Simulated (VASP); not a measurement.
# CsPbCl3 in VASP: notebook

Runs on CsPbCl3. Level: r2SCAN. Tasks: single point.

Everything below comes from runs of VASP 6.6.1. Logs are shortened: lines on timing, memory, paths and dates and some standing lists are left out, and cuts for length are marked.

## 1. The cell of the first run

The typed cell holds 5 atoms: a = 5.677 Å, b = 5.677 Å, c = 5.677 Å, α = 90.00°, β = 90.00°, γ = 90.00°.

## 2. Single point, r2SCAN

Contents of POSCAR:

```
CsPbCl3
1.0
    4.0141224383      2.3175546703      3.2773182015
   -4.0141224383      2.3175546703      3.2773182015
    0.0000000000     -4.6351093407      3.2773182014
Cs Pb Cl
1 1 3
Direct
    0.5000000000      0.5000000000      0.5000000000
    0.0000000000      0.0000000000      0.0000000000
    0.5000000000      0.0000513870      0.9999486130
    0.0000513870      0.9999486130      0.5000000000
    0.9999486130      0.5000000000      0.0000513870
```

Contents of INCAR.step1:

```
PREC = Accurate
ENCUT = 520
ISMEAR = 0
SIGMA = 0.01
LREAL = False
LASPH = True
NELM = 100
NBANDS = 30
GGA = PE
ALGO = Normal
EDIFF = 1E-4
LWAVE = True
LCHARG = False
```

Contents of INCAR.step2:

```
PREC = Accurate
ENCUT = 520
EDIFF = 1E-7
ISMEAR = 0
SIGMA = 0.01
LREAL = False
LASPH = True
NELM = 100
ALGO = Normal
ISIF = 2
LWAVE = False
LCHARG = False
METAGGA = R2SCAN
LMIXTAU = True
NBANDS = 30
ISTART = 1
```

Contents of KPOINTS:

```
regular mesh
0
Gamma
  4 4 4
```

Potentials or basis: VASP PAW PBE potentials, release 64 (Cs_sv, Pb_d, Cl).

The run is started by

```sh
$ cat potpaw_PBE.64/Cs_sv/POTCAR potpaw_PBE.64/Pb_d/POTCAR potpaw_PBE.64/Cl/POTCAR > POTCAR
$ cp INCAR.step1 INCAR
$ mpirun -np 1 vasp_std > vasp.out
$ cp INCAR.step2 INCAR
$ mpirun -np 1 vasp_std > vasp.out
```

OUTCAR:

```text
PREC = Accurate
   ENCUT = 520
   EDIFF = 1E-7
   ISMEAR = 0
   LREAL = False
   LASPH = True
   NELM = 100
   ISIF = 2
   METAGGA = R2SCAN
   ISTART = 1

 ion  position               nearest neighbor table
   1  0.500  0.500  0.500-
   2  0.000  0.000  0.000-   5 2.84   3 2.84   5 2.84   3 2.84   4 2.84   4 2.84
   3  0.500  0.000  1.000-   2 2.84   2 2.84
   4  0.000  1.000  0.500-   2 2.84   2 2.84
   5  1.000  0.500  0.000-   2 2.84   2 2.84

  LATTYP: Found a trigonal (rhomboedric) cell.
 ALAT       =     5.6767114770
 COS(alpha) =    -0.0000404873

  Lattice vectors:

 A1 = (   4.0141224383,   2.3175546703,   3.2773182015)
 A2 = (  -4.0141224383,   2.3175546703,   3.2773182015)
 A3 = (   0.0000000000,  -4.6351093407,   3.2773182014)

Analysis of symmetry for initial positions (statically):
=====================================================================
 Subroutine PRICEL returns:
 Original cell was already a primitive cell.

 Routine SETGRP: Setting up the symmetry group for a
 trigonal (rhombohedral) supercell.

 Subroutine GETGRP returns: Found  6 space group operations
 (whereof  6 operations were pure point group operations)
 out of a pool of 12 trial point group operations.

The static configuration has the point symmetry D_3 .

Analysis of symmetry for dynamics (positions and initial velocities):
=====================================================================
 Subroutine PRICEL returns:
 Original cell was already a primitive cell.

 Routine SETGRP: Setting up the symmetry group for a
 trigonal (rhombohedral) supercell.

 Subroutine GETGRP returns: Found  6 space group operations
 (whereof  6 operations were pure point group operations)
 out of a pool of 12 trial point group operations.

The dynamic configuration has the point symmetry D_3 .

 Subroutine INISYM returns: Found  6 space group operations
 (whereof  6 operations are pure point group operations),
 and found     1 'primitive' translations

----------------------------------------------------------------------------------------

                                     Primitive cell

  volume of cell :     182.9323

[... 78 lines left out ...]
   LSORBIT =      F    spin-orbit coupling
   LASPH  =      T    aspherical Exc in radial PAW
   ENCUT  =  520.0 eV  38.22 Ry    6.18 a.u.  10.55 10.55 10.55*2*pi/ulx,y,z
   NELM   =    100;   NELMIN=  2; NELMDL=  0     # of ELM steps
   EDIFF  = 0.1E-06   stopping-criterion for ELM
   LREAL  =      F    real-space projection
   EDIFFG = 0.1E-05   stopping-criterion for IOM
   NSW    =      0    number of steps for IOM
   IBRION =     -1    ionic relax: 0-MD 1-quasi-New 2-CG
   NFREE  =      0    steps in history (QN), initial steepest desc. (CG)
   ISIF   =      2    stress and relaxation
   ISYM   =      2    0-nonsym 1-usesym 2-fastsym
   POTIM  = 0.5000    time-step for ionic-motion
   TEBEG  =    0.0;   TEEND  =   0.0 temperature during run
   PSTRESS=    0.0 pullay stress
   NELECT =      44.0000    total number of electrons
   NUPDOWN=      -1.0000    fix difference up-down
   EMIN   =  10.00;   EMAX   =-10.00  energy-range for DOS
   EFERMI =   0.00;   METHOD = LEGACY
   ISMEAR =     0;   SIGMA  =   0.01  broadening in eV -4-tet -1-fermi 0-gaus
   EFERMI_NEDOS =   21; number of points for ismear=-14 and -15
   IALGO  =     38    algorithm
   IMIX   =      4    mixing-type and parameters
     AMIX     =   0.40;   BMIX     =  1.00
     AMIX_MAG =   1.60;   BMIX_MAG =  1.00
  volume/ion in A,a.u.               =      36.59       246.90
  Fermi-wavevector in a.u.,A,eV,Ry     =   1.018112  1.923953 14.103148  1.036552
  Thomas-Fermi vector in A             =   2.151551
   LORBIT       =      0    0 simple, 1 ext, 2 COOP (PROOUT), +10 PAW based schemes
   METAGGA = R2SCAN    functional components
   LHFCALC =     F    Hartree Fock is set to
   AEXX    =    0.0000 exact exchange contribution
   IVDW    =     0    specifies the selected vdW correction
   LEPSILON=     F    determine dielectric tensor
   LRPA    =     F    only Hartree local field effects (RPA)
 non-spin polarized calculation
 Gauss-broadening in eV      SIGMA  =   0.01
  energy-cutoff  :      520.00
  volume of cell :      182.93
 maximum number of plane-waves:      4956
   NGX = 21   NGY = 21   NGZ = 21

 number of electron      44.0000021 magnetization

 Free energy of the ion-electron system (eV)
  ---------------------------------------------------
  ext. energy  EPLUGINS =         0.00000000
  ---------------------------------------------------
  free energy    TOTEN  =      -108.17276260 eV

  energy without entropy =     -108.17276260  energy(sigma->0) =     -108.17276260

 E-fermi :   1.1428     XC(G=0):  -8.0775

 val. band max:        1.0980988129   @ k =   0.5000   0.5000   0.5000
 cond. band min:       3.5757496388   @ k =   0.5000   0.5000   0.5000
 fundamental gap:      2.4776508259
 Fermi energy:         1.1428352762

 k-point     1 :       0.0000    0.0000    0.0000
  band No.  band energies     occupation
      1     -20.7099      2.00000
      2     -16.1362      2.00000
      3     -16.1362      2.00000
      4     -15.9139      2.00000
      5     -15.9139      2.00000
      6     -15.9139      2.00000
[... 418 lines left out ...]
     29       7.3437      0.00000
     30       8.5573      0.00000

------------------------ aborting loop because EDIFF is reached ----------------------------------------

  FORCE on cell =-STRESS in cart. coord.  units (eV):
  Direction    XX          YY          ZZ          XY          YZ          ZX
  --------------------------------------------------------------------------------------
  -------------------------------------------------------------------------------------
  Total       -0.0183453     -0.0183453     -0.0175811      0.0000000     -0.0000000     -0.0000000
  in kB       -0.1606740     -0.1606740     -0.1539805      0.0000000     -0.0000000     -0.0000000
  external PRESSURE =      -0.1584429 kB  Pullay stress =       0.0000000 kB

 VOLUME and BASIS-vectors are now :
 -----------------------------------------------------------------------------
  energy-cutoff  :      520.00
  volume of cell :      182.93
      direct lattice vectors                 reciprocal lattice vectors
     4.014122438  2.317554670  3.277318201     0.124560226  0.071914880  0.101709176
    -4.014122438  2.317554670  3.277318201    -0.124560226  0.071914880  0.101709176
     0.000000000 -4.635109341  3.277318201     0.000000000 -0.143829761  0.101709176

 POSITION                                       TOTAL-FORCE (eV/Angst)
 -----------------------------------------------------------------------------------
      0.00000     -0.00000      4.91598        -0.000000      0.000000      0.000000
      0.00000      0.00000      0.00000        -0.000000      0.000000      0.000000
      2.00685     -3.47597      4.91598         0.000038     -0.000066     -0.000000
     -4.01371     -0.00000      4.91598        -0.000076     -0.000000     -0.000000
      2.00685      3.47597      4.91598         0.000038      0.000066      0.000000
 -----------------------------------------------------------------------------------
    total drift:                                0.000000     -0.000000      0.000000

  FREE ENERGIE OF THE ION-ELECTRON SYSTEM (eV)
  ---------------------------------------------------
  free  energy   TOTEN  =      -108.1727626032 eV

  energy  without entropy=     -108.1727626032  energy(sigma->0) =     -108.17276260
```

OUTCAR.step1:

```text
PREC = Accurate
   ENCUT = 520
   ISMEAR = 0
   LREAL = False
   LASPH = True
[... 647 lines left out ...]
      0.00000      0.00000      0.00000        -0.000000      0.000000     -0.000000
      2.00685     -3.47597      4.91598        -0.000009      0.000016      0.000000
     -4.01371     -0.00000      4.91598         0.000019      0.000000      0.000000
      2.00685      3.47597      4.91598        -0.000009     -0.000016     -0.000000
 -----------------------------------------------------------------------------------
    total drift:                                0.000000     -0.000000      0.000000

  FREE ENERGIE OF THE ION-ELECTRON SYSTEM (eV)
  ---------------------------------------------------
  free  energy   TOTEN  =       -17.5345237267 eV

  energy  without entropy=      -17.5345237267  energy(sigma->0) =      -17.53452373
```

Run time: 1.9 min. Hardware: 1 thread of Intel Xeon 6975P-C (Granite Rapids), shared host; peak memory 0.32 GiB.

What came out:

```
Free energy            : -108.1728 eV
Pressure               : 0.0 GPa
Band gap on the k mesh : 2.48 eV
```

Levels at points of the mesh, in eV from the valence-band top:
| k point | band 19 | band 20 | band 21 | band 22 | band 23 | band 24 | band 25 | band 26 |
| --- | --- | --- | --- | --- | --- | --- | --- | --- |
| (0.00, 0.00, 0.00) | -2.53 | -2.43 | -2.43 | -2.43 | 4.01 | 4.91 | 4.91 | 5.89 |
| (0.50, 0.00, 0.00) | -2.63 | -2.53 | -2.53 | -1.64 | 3.50 | 5.33 | 5.79 | 5.82 |
| (0.50, 0.50, 0.00) | -2.70 | -2.68 | -2.13 | -0.79 | 3.03 | 3.03 | 5.41 | 6.07 |
| (0.50, 0.50, 0.50) | -2.12 | -2.12 | -2.12 | 0.00 | 2.48 | 2.48 | 2.48 | 5.88 |

Caveat: the PAW data sets were made with another functional, which shifts forces and pressure a little; spin-orbit coupling is left out, which moves the levels of the heavy elements.

## 3. Single point, r2SCAN (uniaxial z strain +2.7%)

POSCAR, as its differences from that of step 2:

```diff
@@ -2,5 +2,5 @@
 1.0
-    4.0141224383      2.3175546703      3.2773182015
-   -4.0141224383      2.3175546703      3.2773182015
-    0.0000000000     -4.6351093407      3.2773182014
+    4.0141224383      2.3175546703      3.3644948656
+   -4.0141224383      2.3175546703      3.3644948656
+    0.0000000000     -4.6351093407      3.3644948656
 Cs Pb Cl
```

Contents of INCAR.step1:

```
SYSTEM = CsPbCl3
ALGO = Normal ; EDIFF = 1E-4
ENCUT = 520 ; GGA = PE
ISMEAR = 0 ; LASPH = .True.
LCHARG = .False. ; LREAL = .False.
LWAVE = .True. ; NBANDS = 30
NELM = 100 ; PREC = Accurate
SIGMA = 0.01
```

Contents of INCAR.step2:

```
SYSTEM = CsPbCl3
ALGO = Normal ; EDIFF = 1E-7
ENCUT = 520 ; ISIF = 2
ISMEAR = 0 ; ISTART = 1
LASPH = .True. ; LCHARG = .False.
LMIXTAU = .True. ; LREAL = .False.
LWAVE = .False. ; METAGGA = R2SCAN
NBANDS = 30 ; NELM = 100
PREC = Accurate ; SIGMA = 0.01
```

Contents of KPOINTS:

```
k-points
0
Gamma
  4 4 4
  0 0 0
```

Potentials or basis: VASP PAW PBE potentials, release 64 (Cs_sv, Pb_d, Cl).

The run is started by

```sh
$ cat potpaw_PBE.64/Cs_sv/POTCAR potpaw_PBE.64/Pb_d/POTCAR potpaw_PBE.64/Cl/POTCAR > POTCAR
$ cp INCAR.step1 INCAR
$ mpirun -np 1 vasp_std > vasp.out
$ cp INCAR.step2 INCAR
$ mpirun -np 1 vasp_std > vasp.out
```

Run time: 2.4 min. Hardware: 1 thread of Intel Xeon 6975P-C (Granite Rapids), shared host; peak memory 0.4 GiB.

Results (log left out):

```
Free energy            : -108.1615 eV
Pressure               : -0.6 GPa
Band gap on the k mesh : 2.55 eV
```

Stress tensor (GPa, compression positive):
```
-0.54  0.00  0.00
 0.00 -0.54  0.00
 0.00  0.00 -0.83
```

Levels at points of the mesh, in eV from the valence-band top:
| k point | band 18 | band 19 | band 20 | band 21 | band 22 | band 23 | band 24 | band 25 | band 26 | band 27 |
| --- | --- | --- | --- | --- | --- | --- | --- | --- | --- | --- |
| (0.00, 0.00, 0.00) | -2.34 | -2.29 | -2.27 | -2.20 | -2.20 | 4.15 | 5.10 | 5.10 | 6.05 | 6.05 |
| (0.50, 0.00, 0.00) | -2.41 | -2.41 | -2.35 | -2.28 | -1.53 | 3.55 | 5.46 | 5.74 | 5.92 | 5.97 |
| (0.50, 0.50, 0.00) | -2.49 | -2.49 | -2.47 | -1.93 | -0.74 | 3.08 | 3.14 | 5.45 | 6.21 | 6.46 |
| (0.50, 0.50, 0.50) | -2.49 | -1.93 | -1.92 | -1.92 | 0.00 | 2.55 | 2.55 | 2.66 | 6.02 | 6.33 |

Caveat: the cell differs from its parent crystal (uniaxial z strain +2.7%); the PAW data sets were made with another functional, which shifts forces and pressure a little; spin-orbit coupling is left out, which moves the levels of the heavy elements. A k mesh can miss the band edges.
